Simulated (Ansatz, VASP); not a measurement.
**One calculation of BP, two programs**

Contents of INCAR:

```
SYSTEM = BP
PREC = Accurate ; ENCUT = 520
EDIFF = 1E-6 ; ISMEAR = 0
SIGMA = 0.05 ; LREAL = .FALSE.
LASPH = .TRUE. ; NELM = 60
ALGO = Normal ; ISIF = 2
LWAVE = .FALSE. ; LCHARG = .FALSE.
GGA = PS ; NBANDS = 11
```

KPOINTS

```
regular mesh
0
G
  12 12 12
  0 0 0
```

File POSCAR:

```
BP
1.0
    0.0000000000      2.2295096125      2.2295096125
    2.2295096125      0.0000000000      2.2295096125
    2.2295096125      2.2295096125      0.0000000000
B P
1 1
Direct
    0.0000000000      0.0000000000      0.0000000000
    0.7500000000      0.7500000000      0.7500000000
```

Input for Ansatz:

```yaml
crystal:
  lattice:
    - [0.0, 2.2295096125, 2.2295096125]
    - [2.2295096125, 0.0, 2.2295096125]
    - [2.2295096125, 2.2295096125, 0.0]
  atoms:
    - { symbol: B, position: [0.0, 0.0, 0.0] }
    - { symbol: P, position: [0.75, 0.75, 0.75] }
basis:
  ecutwfc: 420
  ecutrho_ratio: 4
kpoints:
  mp_grid: { grid: [12, 12, 12] }
hamiltonian:
  xc: pbesol
scf:
  occupations: { method: gaussian, width: 0.05 }
output:
  forces: true
  stress: true
  eigenvalues: true
```

Alike in both runs: task single point; functional PBEsol; k mesh 12 × 12 × 12; occupations gaussian, width 0.05 eV; no spin polarisation.

```csv
,VASP,Ansatz
version,VASP 6.6.1,Ansatz 0.2.0
potentials or method,"VASP PAW PBE potentials, release 64 (B, P), cutoff 520 eV","scalar-relativistic, plane waves, PAW"
valence electrons in the cell,8,8
```

|  | VASP | Ansatz | Ansatz less VASP |
| --- | --- | --- | --- |
| gap on the k mesh at the Fermi level (eV) | 1.05 | 1.06 | +0.004 |
| least direct gap on the mesh (eV) | 3.44 | 3.45 | +0.006 |
| pressure (GPa) | 7.6 | 7.5 | -0.10 |

VASP's potentials were made for PBE, not for PBEsol.
